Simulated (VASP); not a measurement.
Write the native input for VASP 6.6.1 that does the following.

```yaml
Task: single point
Functional: PBEsol
Potentials_or_basis: VASP PAW PBE potentials, release 64 (Ba_sv, Sn_d, Bi_d)
Cutoff: 520 eV
k_mesh: 4 × 4 × 4
Occupations: gaussian, width 0.1 eV
Spin: no spin polarisation
Dipole_correction: no
Further_INCAR_settings: ALGO = Fast; EDIFF = 1e-06; NBANDS = 40
```

The structure of Ba2Sn2Bi lies in POSCAR:

```
Ba2Sn2Bi
1.0
   -2.3731658360      3.7558632579      4.9772521757
    2.3731658360     -3.7558632579      4.9772521757
    2.3731658360      3.7558632579     -4.9772521757
Ba Sn Bi
2 2 1
Direct
    0.7191387499      0.2191387499      0.5000000000
    0.2808612501      0.7808612501      0.5000000000
    0.7030709111      0.5000000000      0.2030709111
    0.2969290889      0.5000000000      0.7969290889
    0.0000000000      0.0000000000      0.0000000000
```

The input as run:

INCAR

```
PREC = Accurate ; ENCUT = 520
EDIFF = 1E-6 ; ISMEAR = 0
SIGMA = 0.1 ; LREAL = F
LASPH = T ; NELM = 80
ALGO = Fast ; ISIF = 2
LWAVE = F ; LCHARG = T
GGA = PS ; LELF = T
LVHAR = T ; NBANDS = 40
```

KPOINTS

```
Automatic mesh
0
Gamma
  4 4 4
```

Potentials or basis: VASP PAW PBE potentials, release 64 (Ba_sv, Sn_d, Bi_d).

The run is started by

```bash
$ cat potpaw_PBE.64/Ba_sv/POTCAR potpaw_PBE.64/Sn_d/POTCAR potpaw_PBE.64/Bi_d/POTCAR > POTCAR
$ mpirun -np 1 vasp_std > vasp.out
```

Results of the run:

| Item | Value |
| --- | --- |
| Pressure | 0.6 GPa |
| Largest force | 0.117 eV/Å |
| Band gap on the k mesh | zero (an odd number of electrons rules out a gap without spin polarisation) |

Caveat: the k points lie up to 0.37 Å⁻¹ apart, too coarse for converged energies and pressures of a metal; the PAW data sets were made with another functional, which shifts forces and pressure a little; spin-orbit coupling is left out, which moves the levels of the heavy elements.

It took 3.2 min on 1 thread of AMD EPYC 9R45 96-Core Processor (Zen 5), with other jobs on the host, peak memory 0.39 GiB.
